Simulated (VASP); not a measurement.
# FeNi2 (Fd-3m) in VASP: further runs

FeNi2 is run at these levels: PBE; tasks: single point.

Program: VASP 6.6.1. These are calculated values, not measurements. Logs are shortened: lines on timing, memory, paths and dates and some standing lists are left out, and cuts for length are marked.

## Step 1: The cell of the first run

Symmetry: Fd-3m, No. 227, cubic system. Conventional cell: a = 6.636 Å, b = 6.636 Å, c = 6.636 Å, α = 90.00°, β = 90.00°, γ = 90.00°. Ni (site symmetry -3m) has 6 Ni at 2.35 Å and 6 Fe at 2.75 Å within 3.1 Å. Within 3.6 Å of Fe (site symmetry -43m) lie 12 Ni at 2.75 Å and 4 Fe at 2.87 Å.

## Step 2: Single point, PBE, collinear spin, ferromagnetic start

Input file INCAR:

```
SYSTEM = FeNi2
ALGO = Normal
EDIFF = 1E-6
ENCUT = 690
GGA = PE
GGA_COMPAT = .FALSE.
ISIF = 2
ISMEAR = -1
ISPIN = 2
LASPH = .TRUE.
LCHARG = .FALSE.
LMAXMIX = 4
LORBIT = 11
LREAL = .FALSE.
LWAVE = .FALSE.
MAGMOM = 1 1 1 1 3 3
NBANDS = 65
NELM = 200
PREC = Accurate
SIGMA = 0.05
```

Input file KPOINTS:

```
k-points
0
G
  7 7 7
  0 0 0
```

Input file POSCAR:

```
FeNi2
1.0
    0.0000000000      3.3181770871      3.3181770871
    3.3181770871      0.0000000000      3.3181770871
    3.3181770871      3.3181770871      0.0000000000
Ni Fe
4 2
Direct
    0.6250000000      0.6250000000      0.6250000000
    0.1250000000      0.6250000000      0.6250000000
    0.6250000000      0.1250000000      0.6250000000
    0.6250000000      0.6250000000      0.1250000000
    0.0000000000      0.0000000000      0.0000000000
    0.2500000000      0.2500000000      0.2500000000
```

Potentials or basis: VASP PAW PBE potentials, release 64 (Ni_sv_GW, Fe_sv).

Run with:

```sh
$ cat potpaw_PBE.64/Ni_sv_GW/POTCAR potpaw_PBE.64/Fe_sv/POTCAR > POTCAR
$ mpirun -np 1 vasp_std > vasp.out
```

OUTCAR:

```text
SYSTEM = FeNi2
   EDIFF = 1E-6
   ENCUT = 690
   GGA = PE
   ISIF = 2
   ISMEAR = -1
   ISPIN = 2
   LASPH = .TRUE.
   LORBIT = 11
   LREAL = .FALSE.
   NELM = 200
   PREC = Accurate

 ion  position               nearest neighbor table
   1  0.625  0.625  0.625-   2 2.35   3 2.35   4 2.35   4 2.35   3 2.35   2 2.35
   2  0.125  0.625  0.625-   1 2.35   4 2.35   3 2.35   1 2.35   3 2.35   4 2.35
   3  0.625  0.125  0.625-   1 2.35   4 2.35   1 2.35   2 2.35   4 2.35   2 2.35
   4  0.625  0.625  0.125-   1 2.35   1 2.35   2 2.35   3 2.35   3 2.35   2 2.35
   5  0.000  0.000  0.000-
   6  0.250  0.250  0.250-

  LATTYP: Found a face centered cubic cell.
 ALAT       =     6.6363541742

  Lattice vectors:

 A1 = (   0.0000000000,   3.3181770871,   3.3181770871)
 A2 = (   3.3181770871,   0.0000000000,   3.3181770871)
 A3 = (   3.3181770871,   3.3181770871,   0.0000000000)

Analysis of symmetry for initial positions (statically):
=====================================================================
 Subroutine PRICEL returns:
 Original cell was already a primitive cell.

 Routine SETGRP: Setting up the symmetry group for a
 face centered cubic supercell.

 Subroutine GETGRP returns: Found 48 space group operations
 (whereof 24 operations were pure point group operations)
 out of a pool of 48 trial point group operations.

The static configuration has the point symmetry T_d .
 The point group associated with its full space group is O_h .

Analysis of symmetry for dynamics (positions and initial velocities):
=====================================================================
 Subroutine PRICEL returns:
 Original cell was already a primitive cell.

 Routine SETGRP: Setting up the symmetry group for a
 face centered cubic supercell.

 Subroutine GETGRP returns: Found 48 space group operations
 (whereof 24 operations were pure point group operations)
 out of a pool of 48 trial point group operations.

The dynamic configuration has the point symmetry T_d .
 The point group associated with its full space group is O_h .

Analysis of structural, dynamic, and magnetic symmetry:
=====================================================================
 Subroutine PRICEL returns:
 Original cell was already a primitive cell.

 Routine SETGRP: Setting up the symmetry group for a
 face centered cubic supercell.
[... 142 lines left out ...]
  volume of cell :       73.07
 maximum number of plane-waves:      3027
   NGX = 21   NGY = 21   NGZ = 21

 number of electron     104.0000000 magnetization      10.0000000

 number of electron     103.9999983 magnetization       8.0151790

 Free energy of the ion-electron system (eV)
  ---------------------------------------------------
  ext. energy  EPLUGINS =         0.00000000
  ---------------------------------------------------
  free energy    TOTEN  =       -41.72786989 eV

  energy without entropy =      -41.66718987  energy(sigma->0) =      -41.69752988

 E-fermi :   8.3924     XC(G=0): -13.1771

 val. band max:        8.3918869545   @ k =  -0.2857   0.1429   0.0000
 cond. band min:       8.3950794703   @ k =   0.4286   0.2857   0.1429
 fundamental gap:      0.0031925158
 Fermi energy:         8.3923896806

 spin component 1

 k-point     1 :       0.0000    0.0000    0.0000
  band No.  band energies     occupation
      1     -95.2882      1.00000
      2     -95.2408      1.00000
      3     -95.2408      1.00000
      4     -95.2408      1.00000
      5     -80.6373      1.00000
      6     -80.6293      1.00000
[... 1329 lines left out ...]
     63      18.2755      0.00000
     64      18.4053      0.00000
 Fermi energy:         8.3923896806

 spin component 2

 k-point     1 :       0.0000    0.0000    0.0000
  band No.  band energies     occupation
      1     -94.5053      1.00000
      2     -94.4565      1.00000
      3     -94.4565      1.00000
      4     -94.4565      1.00000
      5     -77.1794      1.00000
      6     -77.1703      1.00000
[... 1329 lines left out ...]
     63      18.6549      0.00000
     64      18.7951      0.00000
 [bands above 64 left out]

------------------------ aborting loop because EDIFF is reached ----------------------------------------

  FORCE on cell =-STRESS in cart. coord.  units (eV):
  Direction    XX          YY          ZZ          XY          YZ          ZX
  --------------------------------------------------------------------------------------
  -------------------------------------------------------------------------------------
  Total       -3.4192381     -3.4192381     -3.4192381     -0.0000000      0.0000000      0.0000000
  in kB      -74.9740975    -74.9740975    -74.9740975     -0.0000000      0.0000000      0.0000000
  external PRESSURE =     -74.9740975 kB  Pullay stress =       0.0000000 kB

 VOLUME and BASIS-vectors are now :
 -----------------------------------------------------------------------------
  energy-cutoff  :      690.00
  volume of cell :       73.07
      direct lattice vectors                 reciprocal lattice vectors
     0.000000000  3.318177087  3.318177087    -0.150685146  0.150685146  0.150685146
     3.318177087  0.000000000  3.318177087     0.150685146 -0.150685146  0.150685146
     3.318177087  3.318177087  0.000000000     0.150685146  0.150685146 -0.150685146

 POSITION                                       TOTAL-FORCE (eV/Angst)
 -----------------------------------------------------------------------------------
      4.14772      4.14772      4.14772         0.000000     -0.000000      0.000000
      4.14772      2.48863      2.48863         0.000000     -0.000000      0.000000
      2.48863      4.14772      2.48863         0.000000     -0.000000      0.000000
      2.48863      2.48863      4.14772         0.000000     -0.000000      0.000000
      0.00000      0.00000      0.00000         0.000000     -0.000000     -0.000000
      1.65909      1.65909      1.65909        -0.000000      0.000000      0.000000
 -----------------------------------------------------------------------------------
    total drift:                                0.000000      0.000000      0.000000

  FREE ENERGIE OF THE ION-ELECTRON SYSTEM (eV)
  ---------------------------------------------------
  free  energy   TOTEN  =       -41.7278698907 eV

  energy  without entropy=      -41.6671898704  energy(sigma->0) =      -41.69752988

 total charge

# of ion       s       p       d       f       tot
--------------------------------------------------
    1        2.256   6.306   7.816   0.005  16.383
    2        2.256   6.306   7.816   0.005  16.383
    3        2.256   6.306   7.816   0.005  16.383
    4        2.256   6.306   7.816   0.005  16.383
    5        2.141   6.003   5.461   0.000  13.605
    6        2.141   6.003   5.461   0.000  13.605
--------------------------------------------------
tot         13.305  37.228  42.189   0.021  92.743

 magnetization (x)

# of ion       s       p       d       f       tot
--------------------------------------------------
    1       -0.007  -0.040   0.639  -0.000   0.592
    2       -0.007  -0.040   0.639  -0.000   0.592
    3       -0.007  -0.040   0.639  -0.000   0.592
    4       -0.007  -0.040   0.639  -0.000   0.592
    5        0.005   0.002   2.892   0.000   2.899
    6        0.005   0.002   2.892   0.000   2.899
--------------------------------------------------
tot         -0.019  -0.156   8.342  -0.000   8.167
```

stdout:

```text
POSCAR found type information on POSCAR NiFe
 POSCAR found :  2 types and       6 ions
 scaLAPACK will be used
 LDA part: xc-table for (Slater+PW92), standard interpolation
 POSCAR, INCAR and KPOINTS ok, starting setup
 FFT: planning ... GRIDC
 FFT: planning ... GRID_SOFT
 FFT: planning ... GRID
 WAVECAR not read
 entering main loop
```

Wall time 12 min (1 thread of AMD EPYC 7R43 (Zen 3), shared host); peak memory 0.39 GiB.

What came out:

```yaml
Free_energy: -41.7279 eV
Pressure: -7.5 GPa
Band_gap_on_the_k_mesh: zero (filled and empty bands overlap)
Net_moment: 8.02 μB per cell
Site_moments: Ni +0.59; Fe +2.90 μB
Valence_electrons_inside_the_program's_atomic_spheres: Ni 16.38; Fe 13.61
```

Caveat: the cell stands under tension.

## Step 3: Single point, PBE, collinear spin, ferromagnetic start

This run uses another cell than the first one, of 11.71 Å³/atom.

Input file INCAR:

```
SYSTEM = FeNi2
PREC = Accurate
ENCUT = 690
EDIFF = 1E-6
ISMEAR = -1
SIGMA = 0.05
LREAL = .False.
LASPH = .True.
NELM = 200
ALGO = Normal
ISIF = 2
LWAVE = .False.
LCHARG = .False.
ISPIN = 2
MAGMOM = 1 1 1 1 3 3
LORBIT = 11
LMAXMIX = 4
GGA = PE
NBANDS = 65
GGA_COMPAT = .False.
```

Input file KPOINTS:

```
Automatic mesh
0
Gamma
  7 7 7
  0 0 0
```

POSCAR: that of step 2 with these lines changed.

```diff
@@ -2,5 +2,5 @@
 1.0
-    0.0000000000      3.3181770871      3.3181770871
-    3.3181770871      0.0000000000      3.3181770871
-    3.3181770871      3.3181770871      0.0000000000
+    0.0000000000      3.2750790000      3.2750790000
+    3.2750790000      0.0000000000      3.2750790000
+    3.2750790000      3.2750790000      0.0000000000
 Ni Fe
```

Potentials or basis: VASP PAW PBE potentials, release 64 (Ni_sv_GW, Fe_sv).

Run with:

```sh
$ cat potpaw_PBE.64/Ni_sv_GW/POTCAR potpaw_PBE.64/Fe_sv/POTCAR > POTCAR
$ mpirun -np 1 vasp_std > vasp.out
```

Run time: 14 min. Hardware: 1 thread of AMD EPYC 7R13 (Zen 3), shared host; peak memory 0.4 GiB.

It converged, with:

- Free energy: -41.7852 eV
- Pressure: -2.0 GPa
- Net moment: 7.91 μB per cell
- Site moments: Ni +0.59; Fe +2.85 μB
- Valence electrons inside the program's atomic spheres: Ni 16.42; Fe 13.62

Levels at points of the mesh, in eV from the Fermi level:
Spin up:
```tsv
k point	band 54	band 55	band 56	band 57	band 58	band 59
(0.00, 0.00, 0.00)	-0.19	-0.19	0.92	2.63	2.63	2.63
```
Spin down:
```
           k point  band 45  band 46  band 47  band 48  band 49  band 50  band 51  band 52
(0.00, 0.00, 0.00)    -0.67    -0.67    -0.67     0.35     0.35     0.35     0.65     0.65
```
